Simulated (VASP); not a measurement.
PbS, 4 atoms in the cell. The structure is orthorhombic, space group Cmcm (No. 63). The conventional cell has a = 4.197 Å, b = 12.088 Å, c = 4.317 Å, α = 90.00°, β = 90.00°, γ = 90.00°. Within 3.6 Å of Pb (site symmetry m2m) lie 5 S at 2.71 to 3.02 Å. S (site symmetry m2m) has 5 Pb at 2.71 to 3.02 Å within 3.6 Å. 

```yaml
Program: VASP 6.6.1
Task: single point
Functional: PBEsol
Potentials_or_basis: VASP PAW PBE potentials, release 64 (Pb_d, S)
Cutoff: 520 eV
k_mesh: 6 × 6 × 6
Occupations: gaussian, width 0.01 eV
Spin: no spin polarisation
Dipole_correction: no
Further_INCAR_settings: ALGO = Normal; EDIFF = 1e-07; NBANDS = 28
```

Potentials or basis: VASP PAW PBE potentials, release 64 (Pb_d, S).

The run is started by

```sh
$ cat potpaw_PBE.64/Pb_d/POTCAR potpaw_PBE.64/S/POTCAR > POTCAR
$ mpirun -np 1 vasp_std > vasp.out
```

Hardware: 1 thread of AMD EPYC 9R45 96-Core Processor (Zen 5), with other jobs on the host.

Question: How long does it take, and how much memory?

Answer: Run time: 110 s on 1 thread of AMD EPYC 9R45 96-Core Processor (Zen 5), on a shared host, peak memory 0.29 GiB. Counts: scf iterations 16, k points 52.
